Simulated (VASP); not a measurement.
# Pd (Im-3m) in VASP: further runs

Pd is run at these levels: PBE; tasks: single point.

Everything below comes from runs of VASP 6.6.1. Logs are shortened: lines on timing, memory, paths and dates and some standing lists are left out, and cuts for length are marked.

### Step 1. The cell of the first run

It takes space group Im-3m (No. 229, cubic). The conventional cell has a = 3.151 Å, b = 3.151 Å, c = 3.151 Å, α = 90.00°, β = 90.00°, γ = 90.00°. Within 3.6 Å of Pd (site symmetry m-3m) lie 14 Pd at 2.73 to 3.15 Å.

### Step 2. Single point, PBE

Input file INCAR:

```
PREC     = Accurate       # precision mode
ENCUT    = 500            # plane-wave cutoff, eV
EDIFF    = 1E-6           # SCF threshold, eV
ISMEAR   = 0              # smearing method
SIGMA    = 0.05           # smearing width, eV
LREAL    = F              # projectors in reciprocal space
LASPH    = T              # aspherical terms in the spheres
NELM     = 120            # most SCF steps
ALGO     = Normal         # electronic algorithm
ISIF     = 2              # what is computed and relaxed
LWAVE    = F              # write WAVECAR
LCHARG   = F              # write CHGCAR
GGA      = PE             # functional
NBANDS   = 11             # bands
GGA_COMPAT= F
```

Input file KPOINTS:

```
Automatic mesh
0
Gamma
  8 8 8
```

Input file POSCAR:

```
Pd
1.0
   -1.5756808048      1.5756808048      1.5756808048
    1.5756808048     -1.5756808048      1.5756808048
    1.5756808048      1.5756808048     -1.5756808048
Pd
1
Direct
    0.0000000000      0.0000000000      0.0000000000
```

Potentials or basis: VASP PAW PBE potentials, release 64 (Pd).

The run is started by

```bash
$ cat potpaw_PBE.64/Pd/POTCAR > POTCAR
$ mpirun -np 1 vasp_std > vasp.out
```

OUTCAR:

```text
PREC = Accurate
   ENCUT = 500
   EDIFF = 1E-6
   ISMEAR = 0
   LREAL = F
   LASPH = T
   NELM = 120
   ISIF = 2
   GGA = PE

 ion  position               nearest neighbor table
   1  0.000  0.000  0.000-

  LATTYP: Found a body centered cubic cell.
 ALAT       =     3.1513616096

  Lattice vectors:

 A1 = (  -1.5756808048,   1.5756808048,   1.5756808048)
 A2 = (   1.5756808048,  -1.5756808048,   1.5756808048)
 A3 = (   1.5756808048,   1.5756808048,  -1.5756808048)

Analysis of symmetry for initial positions (statically):
=====================================================================
 Subroutine PRICEL returns:
 Original cell was already a primitive cell.

 Routine SETGRP: Setting up the symmetry group for a
 body centered cubic supercell.

 Subroutine GETGRP returns: Found 48 space group operations
 (whereof 48 operations were pure point group operations)
 out of a pool of 48 trial point group operations.

The static configuration has the point symmetry O_h .

Analysis of symmetry for dynamics (positions and initial velocities):
=====================================================================
 Subroutine PRICEL returns:
 Original cell was already a primitive cell.

 Routine SETGRP: Setting up the symmetry group for a
 body centered cubic supercell.

 Subroutine GETGRP returns: Found 48 space group operations
 (whereof 48 operations were pure point group operations)
 out of a pool of 48 trial point group operations.

The dynamic configuration has the point symmetry O_h .

 Subroutine INISYM returns: Found 48 space group operations
 (whereof 48 operations are pure point group operations),
 and found     1 'primitive' translations

----------------------------------------------------------------------------------------

                                     Primitive cell

  volume of cell :      15.6482

  direct lattice vectors                    reciprocal lattice vectors
    -1.575680805  1.575680805  1.575680805     0.000000000  0.317323152  0.317323152
     1.575680805 -1.575680805  1.575680805     0.317323152  0.000000000  0.317323152
     1.575680805  1.575680805 -1.575680805     0.317323152  0.317323152  0.000000000

  length of vectors
     2.729159210  2.729159210  2.729159210     0.448762706  0.448762706  0.448762706

  position of ions in fractional coordinates (direct lattice)
     0.000000000  0.000000000  0.000000000

  ion indices of the primitive-cell ions
   primitive index   ion index
                 1           1

----------------------------------------------------------------------------------------

 KPOINTS: Automatic mesh

Automatic generation of k-mesh.
 Grid dimensions read from file:
 generate k-points for:    8    8    8

 Generating k-lattice:

  Cartesian coordinates                     Fractional coordinates (reciprocal lattice)
     0.000000000  0.039665394  0.039665394     0.125000000  0.000000000  0.000000000
     0.039665394  0.000000000  0.039665394     0.000000000  0.125000000  0.000000000
     0.039665394  0.039665394  0.000000000     0.000000000  0.000000000  0.125000000

  Length of vectors
     0.056095338  0.056095338  0.056095338

  Shift w.r.t. Gamma in fractional coordinates (k-lattice)
     0.000000000  0.000000000  0.000000000

 Subroutine IBZKPT returns following result:
 ===========================================

 Found     29 irreducible k-points:

 Following reciprocal coordinates:
            Coordinates               Weight
  0.000000  0.000000  0.000000      1.000000
  0.125000  0.000000  0.000000     12.000000
  0.250000  0.000000  0.000000     12.000000
  0.375000  0.000000  0.000000     12.000000
  0.500000  0.000000  0.000000      6.000000
  0.125000  0.125000  0.000000     24.000000
[... 16 lines left out ...]
 -0.250000  0.250000  0.250000      6.000000
 -0.375000  0.375000  0.250000     24.000000
 [... further k-points ...]
   k-points           NKPTS =     29   k-points in BZ     NKDIM =     29   number of bands    NBANDS=     11
   number of dos      NEDOS =    301   number of ions     NIONS =      1
   total plane-waves  NPLWV =   8000
   dimension x,y,z NGX =    20 NGY =   20 NGZ =   20
   dimension x,y,z NGXF=    40 NGYF=   40 NGZF=   40
   ions per type =               1
   NGX,Y,Z   is equivalent  to a cutoff of  12.18, 12.18, 12.18 a.u.
   NGXF,Y,Z  is equivalent  to a cutoff of  24.37, 24.37, 24.37 a.u.
 SYSTEM =  unknown system
   PREC   = accura    normal or accurate (medium, high low for compatibility)
   ISTART =      0    job   : 0-new  1-cont  2-samecut
   ICHARG =      2    charge: 1-file 2-atom 10-const
   ISPIN  =      1    spin polarized calculation?
   LNONCOLLINEAR =      F non collinear calculations
   LSORBIT =      F    spin-orbit coupling
   LASPH  =      T    aspherical Exc in radial PAW
   ENCUT  =  500.0 eV  36.75 Ry    6.06 a.u.   4.98  4.98  4.98*2*pi/ulx,y,z
   NELM   =    120;   NELMIN=  2; NELMDL= -5     # of ELM steps
   EDIFF  = 0.1E-05   stopping-criterion for ELM
   LREAL  =      F    real-space projection
   EDIFFG = 0.1E-04   stopping-criterion for IOM
   NSW    =      0    number of steps for IOM
   IBRION =     -1    ionic relax: 0-MD 1-quasi-New 2-CG
   NFREE  =      0    steps in history (QN), initial steepest desc. (CG)
   ISIF   =      2    stress and relaxation
   ISYM   =      2    0-nonsym 1-usesym 2-fastsym
   POTIM  = 0.5000    time-step for ionic-motion
   TEBEG  =    0.0;   TEEND  =   0.0 temperature during run
   PSTRESS=    0.0 pullay stress
   NELECT =      10.0000    total number of electrons
   NUPDOWN=      -1.0000    fix difference up-down
   EMIN   =  10.00;   EMAX   =-10.00  energy-range for DOS
   EFERMI =   0.00;   METHOD = LEGACY
   ISMEAR =     0;   SIGMA  =   0.05  broadening in eV -4-tet -1-fermi 0-gaus
   EFERMI_NEDOS =   21; number of points for ismear=-14 and -15
   IALGO  =     38    algorithm
   IMIX   =      4    mixing-type and parameters
     AMIX     =   0.40;   BMIX     =  1.00
     AMIX_MAG =   1.60;   BMIX_MAG =  1.00
  volume/ion in A,a.u.               =      15.65       105.60
  Fermi-wavevector in a.u.,A,eV,Ry     =   1.410111  2.664723 27.053996  1.988413
  Thomas-Fermi vector in A             =   2.532098
   LORBIT       =      0    0 simple, 1 ext, 2 COOP (PROOUT), +10 PAW based schemes
   GGA     = PE    functional components
   LHFCALC =     F    Hartree Fock is set to
   AEXX    =    0.0000 exact exchange contribution
   IVDW    =     0    specifies the selected vdW correction
   LEPSILON=     F    determine dielectric tensor
   LRPA    =     F    only Hartree local field effects (RPA)
 non-spin polarized calculation
 Gauss-broadening in eV      SIGMA  =   0.05
  energy-cutoff  :      500.00
  volume of cell :       15.65
 maximum number of plane-waves:       420
   NGX =  9   NGY =  9   NGZ =  9

 number of electron      10.0000004 magnetization

 Free energy of the ion-electron system (eV)
  ---------------------------------------------------
  ext. energy  EPLUGINS =         0.00000000
  ---------------------------------------------------
  free energy    TOTEN  =        -5.14954798 eV

  energy without entropy =       -5.14540104  energy(sigma->0) =       -5.14747451

 E-fermi :   8.7824     XC(G=0): -12.8140

 val. band max:        8.7798967366   @ k =  -0.3750   0.5000   0.1250
 cond. band min:       8.8144667144   @ k =  -0.3750   0.5000   0.2500
 fundamental gap:      0.0345699777
 Fermi energy:         8.7824461772

 k-point     1 :       0.0000    0.0000    0.0000
  band No.  band energies     occupation
      1       2.1344      2.00000
      2       6.1184      2.00000
      3       6.1184      2.00000
      4       6.1184      2.00000
      5       7.9449      2.00000
      6       7.9449      2.00000
      7      28.0723      0.00000
      8      28.0723      0.00000
      9      28.0723      0.00000
     10      35.9592      0.00000
     11      36.0237      0.00000

 k-point     2 :       0.1250    0.0000    0.0000
  band No.  band energies     occupation
      1       2.6863      2.00000
      2       5.9423      2.00000
      3       6.1249      2.00000
      4       6.5038      2.00000
      5       7.7672      2.00000
      6       7.9599      2.00000
      7      27.3775      0.00000
      8      27.9689      0.00000
      9      28.7011      0.00000
     10      33.3082      0.00000
     11      33.7054      0.00000

 k-point     3 :       0.2500    0.0000    0.0000
  band No.  band energies     occupation
      1       3.8595      2.00000
      2       5.5411      2.00000
      3       6.3945      2.00000
      4       7.5342      2.00000
      5       7.6479      2.00000
      6       8.0175      2.00000
      7      23.8143      0.00000
      8      26.4004      0.00000
      9      30.2337      0.00000
     10      30.7192      0.00000
     11      32.6945      0.00000

 k-point     4 :       0.3750    0.0000    0.0000
  band No.  band energies     occupation
      1       4.0897      2.00000
      2       5.1688      2.00000
      3       7.7486      2.00000
      4       8.1075      2.00000
      5       8.4134      2.00000
      6       8.7641      1.39592
      7      19.0872      0.00000
      8      24.5418      0.00000
      9      27.4320      0.00000
     10      31.7560      0.00000
     11      33.2187      0.00000
[... 239 lines left out ...]
 k-point    22 :       0.2500    0.2500    0.2500
  band No.  band energies     occupation
      1       5.5507      2.00000
      2       5.5507      2.00000
      3       5.5507      2.00000
      4       8.1989      2.00000
      5       8.1989      2.00000
      6      17.2976      0.00000
      7      18.0064      0.00000
      8      18.0064      0.00000
      9      18.0064      0.00000
     10      35.5334      0.00000
     11      39.0969      0.00000

 k-point    23 :      -0.2500    0.2500    0.2500
  band No.  band energies     occupation
      1       5.0698      2.00000
      2       5.8406      2.00000
      3       6.7113      2.00000
      4       6.7113      2.00000
      5       7.4640      2.00000
      6       9.5031      0.00000
      7      25.1644      0.00000
      8      25.1644      0.00000
      9      25.3845      0.00000
     10      25.9448      0.00000
     11      35.4630      0.00000

 k-point    24 :      -0.3750    0.3750    0.2500
  band No.  band energies     occupation
      1       4.9772      2.00000
      2       5.3458      2.00000
      3       6.7178      2.00000
      4       7.2589      2.00000
      5       8.5333      2.00000
      6      11.6684      0.00000
      7      20.3217      0.00000
      8      22.7556      0.00000
      9      25.1946      0.00000
     10      27.5855      0.00000
     11      35.1227      0.00000

 [... further k-points ...]

------------------------ aborting loop because EDIFF is reached ----------------------------------------

  FORCE on cell =-STRESS in cart. coord.  units (eV):
  Direction    XX          YY          ZZ          XY          YZ          ZX
  --------------------------------------------------------------------------------------
  -------------------------------------------------------------------------------------
  Total       -0.1972333     -0.1972333     -0.1972333      0.0000000      0.0000000      0.0000000
  in kB      -20.1941781    -20.1941781    -20.1941781      0.0000000      0.0000000      0.0000000
  external PRESSURE =     -20.1941781 kB  Pullay stress =       0.0000000 kB

 VOLUME and BASIS-vectors are now :
 -----------------------------------------------------------------------------
  energy-cutoff  :      500.00
  volume of cell :       15.65
      direct lattice vectors                 reciprocal lattice vectors
    -1.575680805  1.575680805  1.575680805     0.000000000  0.317323152  0.317323152
     1.575680805 -1.575680805  1.575680805     0.317323152  0.000000000  0.317323152
     1.575680805  1.575680805 -1.575680805     0.317323152  0.317323152  0.000000000

 POSITION                                       TOTAL-FORCE (eV/Angst)
 -----------------------------------------------------------------------------------
      0.00000      0.00000      0.00000         0.000000     -0.000000     -0.000000
 -----------------------------------------------------------------------------------
    total drift:                                0.000000     -0.000000      0.000000

  FREE ENERGIE OF THE ION-ELECTRON SYSTEM (eV)
  ---------------------------------------------------
  free  energy   TOTEN  =        -5.1495479761 eV

  energy  without entropy=       -5.1454010399  energy(sigma->0) =       -5.14747451
```

Wall time 2.7 s (1 thread of Intel Xeon Platinum 8559C (Emerald Rapids), shared host); peak memory 0.12 GiB.

Results:

```
Free energy            : -5.1495 eV
Pressure               : -2.0 GPa
Band gap on the k mesh : zero (band 5 reaches 9.36 eV, above the bottom of band 6 at 7.94 eV)
```

### Step 3. Single point, PBE

This run uses another cell than the first one, of 15.48 Å³/atom, 0.989 times its volume.

Input file INCAR:

```
SYSTEM = Pd
PREC = Accurate
ENCUT = 500
EDIFF = 1E-6
ISMEAR = 0
SIGMA = 0.05
LREAL = .FALSE.
LASPH = .TRUE.
NELM = 120
ALGO = Normal
ISIF = 2
LWAVE = .FALSE.
LCHARG = .TRUE.
GGA = PE
LELF = .TRUE.
LVHAR = .TRUE.
NBANDS = 11
GGA_COMPAT = .FALSE.
```

Input file KPOINTS:

```
regular mesh
0
G
  8 8 8
  0 0 0
```

Input file POSCAR:

```
Pd
1.0
   -1.5699787767      1.5699787767      1.5699787767
    1.5699787767     -1.5699787767      1.5699787767
    1.5699787767      1.5699787767     -1.5699787767
Pd
1
Direct
    0.0000000000      0.0000000000      0.0000000000
```

Potentials or basis: VASP PAW PBE potentials, release 64 (Pd).

The run is started by

```bash
$ cat potpaw_PBE.64/Pd/POTCAR > POTCAR
$ mpirun -np 1 vasp_std > vasp.out
```

Run time: 2.9 s. Hardware: 1 thread of Intel Xeon Platinum 8559C (Emerald Rapids), shared host; peak memory 0.12 GiB.

It converged, with:

- Free energy: -5.1507 eV
- Pressure: -0.3 GPa
- Band gap on the k mesh: zero (band 5 reaches 9.55 eV, above the bottom of band 6 at 8.10 eV)

Levels at points of the mesh, in eV from the Fermi level:
```
           k point  band 2  band 3  band 4  band 5  band 6  band 7  band 8  band 9
(0.00, 0.00, 0.00)   -2.71   -2.71   -2.71   -0.85   -0.85   19.32   19.32   19.32
(0.50, 0.00, 0.00)   -3.83   -0.93   -0.64    0.59    1.53    7.60   15.07   17.44
(0.50, 0.50, 0.50)   -4.82    0.23    0.23    0.23    9.11    9.11    9.11   17.02
```
